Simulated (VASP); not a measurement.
Here is a VASP 6.6.1 calculation.

The input POSCAR:

```
Ga2SbP
1.0
    4.1331455178      0.0000000000      0.0000000000
    0.0000000000      4.1331455178      0.0000000000
    0.0000000000      0.0000000000      5.8609566397
P Ga Sb
1 2 1
Direct
    0.0000000000      0.0000000000      0.0000000000
    0.0000000000      0.5000000000      0.7759653733
    0.5000000000      0.0000000000      0.2240346267
    0.5000000000      0.5000000000      0.5000000000
```

INCAR.step1

```
PREC     = Accurate       # precision mode
ENCUT    = 520            # plane-wave cutoff, eV
ISMEAR   = -1             # smearing method
SIGMA    = 0.02           # smearing width, eV
LREAL    = False          # projectors in reciprocal space
LASPH    = True           # aspherical terms in the spheres
NELM     = 80             # most SCF steps
NBANDS   = 26             # bands
GGA      = PE             # functional
ALGO     = Normal         # electronic algorithm
EDIFF    = 1E-4           # SCF threshold, eV
LWAVE    = True           # write WAVECAR
LCHARG   = False          # write CHGCAR
```

File INCAR.step2:

```
PREC     = Accurate       # precision mode
ENCUT    = 520            # plane-wave cutoff, eV
EDIFF    = 1E-6           # SCF threshold, eV
ISMEAR   = -1             # smearing method
SIGMA    = 0.02           # smearing width, eV
LREAL    = False          # projectors in reciprocal space
LASPH    = True           # aspherical terms in the spheres
NELM     = 80             # most SCF steps
ALGO     = Normal         # electronic algorithm
ISIF     = 2              # what is computed and relaxed
LWAVE    = False          # write WAVECAR
LCHARG   = True           # write CHGCAR
METAGGA  = R2SCAN         # meta-GGA
LMIXTAU  = True         
LELF     = True           # ELF
LVHAR    = True         
NBANDS   = 26             # bands
ISTART   = 1
```

KPOINTS

```
Automatic mesh
0
Gamma
  6 6 4
```

Potentials or basis: VASP PAW PBE potentials, release 64 (P, Ga_d, Sb).

Command:

```console
$ cat potpaw_PBE.64/P/POTCAR potpaw_PBE.64/Ga_d/POTCAR potpaw_PBE.64/Sb/POTCAR > POTCAR
$ cp INCAR.step1 INCAR
$ mpirun -np 1 vasp_std > vasp.out
$ cp INCAR.step2 INCAR
$ mpirun -np 1 vasp_std > vasp.out
```

(1) What does it give for the largest force?

(2) Predict the pressure.

(3) Estimate the band gap on the k mesh.

## Answers

(1) 0.021 eV/Å.

(2) -1.8 GPa.

(3) 0.35 eV.

Caveat: semilocal functionals underestimate gaps, and a narrow one can read as zero; the PAW data sets were made with another functional, which shifts forces and pressure a little; spin-orbit coupling is left out, which moves the levels of the heavy elements.
